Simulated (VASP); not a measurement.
A run of VASP 6.6.1 is set up as follows.

INCAR

```
SYSTEM = Hf3O8
PREC = Accurate
ENCUT = 520
EDIFF = 1E-7
ISMEAR = 0
SIGMA = 0.05
LREAL = .FALSE.
LASPH = .TRUE.
NELM = 60
ALGO = Normal
ISIF = 2
LWAVE = .FALSE.
LCHARG = .TRUE.
LDIPOL = .TRUE.
IDIPOL = 3
DIPOL = 0.5 0.5 0.500
GGA = PE
LELF = .TRUE.
LVHAR = .TRUE.
LVACPOTAV = .TRUE.
NBANDS = 50
```

The input KPOINTS:

```
Automatic mesh
0
G
  9 9 1
  0 0 0
```

Contents of POSCAR:

```
Hf3O8
1.0
    3.6045556755      0.0000000000      0.0000000000
   -1.8022778378      3.1216367844      0.0000000000
    0.0000000000      0.0000000000     25.3008758470
O Hf
8 3
Direct
    0.6666666667      0.3333333333      0.2964324257
    0.0000000000      0.0000000000      0.3545945898
    0.3333333333      0.6666666667      0.4127567539
    0.6666666667      0.3333333333      0.4709189180
    0.0000000000      0.0000000000      0.5290810820
    0.3333333333      0.6666666667      0.5872432461
    0.6666666667      0.3333333333      0.6454054102
    0.0000000000      0.0000000000      0.7035675743
    0.6666666667      0.3333333333      0.3836756718
    0.3333333333      0.6666666667      0.5000000000
    0.0000000000      0.0000000000      0.6163243282
```

Potentials or basis: VASP PAW PBE potentials, release 64 (O, Hf_pv).

Command:

```sh
$ cat potpaw_PBE.64/O/POTCAR potpaw_PBE.64/Hf_pv/POTCAR > POTCAR
$ mpirun -np 1 vasp_std > vasp.out
```

(1) What does it give for the largest force?

(2) What does it give for the band gap on the k mesh?

Results:

(1) 2.795 eV/Å.

(2) zero (band 39 reaches -4.03 eV, above the bottom of band 40 at -4.13 eV).

Caveat: spin-orbit coupling is left out, which moves the levels of the heavy elements.
